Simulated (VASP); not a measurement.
# F: single point with LDA

F:

```
CELL_PARAMETERS angstrom
3.86247 0.00000 0.00000
-1.93123 3.34500 0.00000
0.00000 0.00000 1.62831
ATOMIC_POSITIONS crystal
F 0.00000 0.00000 0.00000
F 0.33333 0.66667 0.50000
F 0.66667 0.33333 0.50000
```

```json
{"Program": "VASP 6.6.1", "Task": "single point", "Functional": "LDA", "Potentials or basis": "VASP PAW LDA potentials, release 64 (F)", "Cutoff": "600 eV", "k mesh": "9 × 9 × 13", "Occupations": "fermi-dirac, width 0.05 eV", "Spin": "no spin polarisation"}
```

| Item | Value |
| --- | --- |
| Pressure | 42.6 GPa |

Stress tensor (GPa, compression positive):
```
42.50  0.00  0.00
 0.00 42.50  0.00
 0.00  0.00 42.73
```

Levels at points of the mesh, in eV from the Fermi level:
| k point | band 7 | band 8 | band 9 | band 10 | band 11 | band 12 | band 13 | band 14 |
| --- | --- | --- | --- | --- | --- | --- | --- | --- |
| (0.00, 0.00, 0.00) | -5.52 | -1.33 | -1.33 | 3.90 | 4.14 | 4.80 | 14.65 | 22.27 |

Wall time 39 s on 1 thread of Intel Xeon 8259CL (shared host), peak memory 0.14 GiB.

Caveat: an odd number of electrons without spin polarisation forces a metal; a magnetic or distorted state may lie lower.
